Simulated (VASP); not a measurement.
**P: single point with LDA**

The system is P.

```
P
1.0
     0.00000    2.70554    2.70554
     2.70554    0.00000    2.70554
     2.70554    2.70554    0.00000
P
2
Direct
  0.12500 0.12500 0.12500
  0.87500 0.87500 0.87500
```

This isn't the form of P at room conditions, which is orthorhombic.

| Quantity | Value |
| --- | --- |
| Program | VASP 6.6.1 |
| Task | single point |
| Functional | LDA |
| Potentials or basis | VASP PAW LDA potentials, release 64 (P) |
| Cutoff | 520 eV |
| k mesh | 12 × 12 × 12 |
| Occupations | fermi-dirac, width 0.1 eV |
| Spin | no spin polarisation |

| Quantity | Value |
| --- | --- |
| Pressure | -1.7 GPa |
| Band gap on the k mesh | zero (bands 5 and 6 overlap by 2.92 eV) |

Levels at points of the mesh, in eV from the Fermi level:
```
           k point  band 3  band 4  band 5  band 6  band 7  band 8
(0.00, 0.00, 0.00)   -3.16   -3.16   -3.16   -0.01   -0.01   -0.01
(0.50, 0.00, 0.00)   -4.23   -4.23   -2.39    1.24    1.24    5.73
(0.50, 0.50, 0.00)   -5.56   -5.56   -1.34   -1.34    5.91    5.91
```

Wall time 9.8 s on 1 thread of Intel(R) Xeon(R) 6975P-C (Granite Rapids), with other jobs on the host, peak memory 0.14 GiB.
